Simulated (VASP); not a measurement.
# LaBi: relaxation of cell and atoms with LDA

Crystal: LaBi.

```xyz
2
Lattice="0.0000 3.2825 3.2825 3.2825 0.0000 3.2825 3.2825 3.2825 0.0000" Properties=species:S:1:pos:R:3 pbc="T T T"
La    0.0000    0.0000    0.0000
Bi    3.2825    3.2825    3.2825
```

| Item | Value |
| --- | --- |
| Program | VASP 6.6.1 |
| Task | relaxation of cell and atoms |
| Functional | LDA |
| Potentials or basis | VASP PAW LDA potentials, release 64 (La, Bi_d) |
| Cutoff | 600 eV |
| k mesh | 9 × 9 × 9 |
| Occupations | fermi-dirac, width 0.05 eV |
| Spin | no spin polarisation |
| Target pressure | 10 GPa |
| Dipole correction | no |
| Further INCAR settings | ALGO = Normal; EDIFF = 1e-07; IBRION = 2; EDIFFG = -0.05; NSW = 80; ISIF = 3 |

| Quantity | Value |
| --- | --- |
| Relaxed volume | 30.17 Å³/atom |
| Relaxed cell | a = 4.403 Å, b = 4.403 Å, c = 4.403 Å, α = 60.00°, β = 60.00°, γ = 60.00° |
| Space group after relaxing (to 0.1 Å) | Fm-3m (No. 225) |
| Energy change on relaxing (the run minimises the enthalpy) | +110.2 meV/atom |
| Ionic steps | 4 |
| Pressure after relaxing | 9.8 GPa |
| Band gap on the k mesh | zero (bands 13 and 14 overlap by 0.59 eV) |

Step by step:
| step | energy change (eV) | largest force (eV/Å) | pressure (GPa) | volume (Å³) |
| --- | --- | --- | --- | --- |
| 1 | 0.0000 | 0.0000 | -1.50 | 70.74 |
| 2 | 2.1029 | 0.0000 | 44.24 | 47.80 |
| 3 | 0.1934 | 0.0000 | 9.09 | 60.80 |
| 4 | 0.2204 | 0.0000 | 9.80 | 60.34 |

Final structure:
```
La Bi
1.0
     0.00000    3.11306    3.11306
     3.11306    0.00000    3.11306
     3.11306    3.11306    0.00000
La Bi
1 1
Direct
  0.00000 0.00000 0.00000
  0.50000 0.50000 0.50000
```

Levels at points of the mesh, in eV from the Fermi level:
```csv
k point,band 10,band 11,band 12,band 13,band 14,band 15,band 16,band 17
"(0.00, 0.00, 0.00)",-10.91,0.35,0.35,0.35,1.23,1.23,1.23,2.02
```

Run time: 2.2 min on 1 thread of Intel(R) Xeon(R) 6975P-C (Granite Rapids), with other jobs on the host, peak memory 0.26 GiB.

Caveat: the cell is relaxed towards a set pressure, so the run minimises the enthalpy, not the energy; spin-orbit coupling is left out, which moves the levels of the heavy elements. Zero-point motion and thermal expansion aren't in these numbers.
